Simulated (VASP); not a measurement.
## PbS: single point with PBE+U

The system is PbS.

```
CELL_PARAMETERS angstrom
4.08970 0.00000 0.00000
-2.04485 3.54178 0.00000
0.00000 0.00000 3.78817
ATOMIC_POSITIONS crystal
Pb 0.00000 0.00000 0.00000
S 0.66667 0.33333 0.50000
```

```yaml
Program: VASP 6.6.1
Task: single point
Functional: PBE
Potentials_or_basis: VASP PAW PBE potentials, release 64 (Pb_d, S)
Cutoff: 500 eV
k_mesh: 3 × 3 × 1, shifted
Occupations: gaussian, width 0.1 eV
Spin: no spin polarisation
Hubbard_terms: S p U = 8.1 eV
```

The pressure is 5.6 GPa. The band gap on the k mesh is 1.78 eV (least direct gap 2.11 eV).

Stress tensor (GPa, compression positive):
```
6.10 0.00 0.00
0.00 6.10 0.00
0.00 0.00 4.47
```

Levels at points of the mesh, in eV from the valence-band top:
```tsv
k point	band 6	band 7	band 8	band 9	band 10	band 11	band 12	band 13	band 14	band 15
(0.14, 0.17, -0.08)	-12.61	-7.49	-2.19	-1.96	-0.48	2.32	4.06	5.09	6.43	8.80
```

Wall time 82 s on 1 thread of Intel(R) Xeon(R) Platinum 8488C (Sapphire Rapids), on a shared host, peak memory 0.22 GiB.

Caveat: the k points lie up to 1.66 Å⁻¹ apart; spin-orbit coupling is left out, which moves the levels of the heavy elements; a shifted mesh leaves out Γ, where band edges can lie. A k mesh can miss the band edges.
